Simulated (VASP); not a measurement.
**Mg: single point with PBEsol**

Crystal: Mg.

```
Mg
1.0
    -1.47650    1.47650    1.44697
     1.47650   -1.47650    1.44697
     1.47650    1.47650   -1.44697
Mg
1
Direct
  0.00000 0.00000 0.00000
```

This cell differs from its parent crystal: zz strain of -2 %.

```json
{"Program": "VASP 6.6.1", "Task": "single point", "Functional": "PBEsol", "Potentials or basis": "VASP PAW PBE potentials, release 64 (Mg)", "Cutoff": "520 eV", "k mesh": "16 × 16 × 16", "Occupations": "fermi-dirac, width 0.05 eV", "Spin": "no spin polarisation"}
```

| Item | Value |
| --- | --- |
| Pressure | 66.2 GPa |
| Band gap on the k mesh | zero (bands 1 and 2 overlap by 4.77 eV) |

Stress tensor (GPa, compression positive):
```
65.68  0.00  0.00
 0.00 65.68  0.00
 0.00  0.00 67.28
```

Levels at points of the mesh, in eV from the Fermi level:
```csv
k point,band 1,band 2,band 3,band 4
"(0.00, 0.00, 0.00)",-9.94,17.19,17.80,17.80
"(0.50, 0.00, 0.00)",-2.29,-0.88,10.75,14.67
"(0.50, 0.50, 0.00)",-2.45,-1.03,11.28,15.16
"(0.50, 0.50, 0.50)",3.74,4.04,6.03,6.03
```

Wall time 15 s on 1 thread of Intel(R) Xeon(R) Platinum 8375C CPU @ 2.90GHz (Ice Lake) (shared host), peak memory 0.15 GiB.

Caveat: the cell differs from its parent crystal (zz strain of -2 %); the cell stands under pressure; the PAW data sets were made with another functional, which shifts forces and pressure a little.
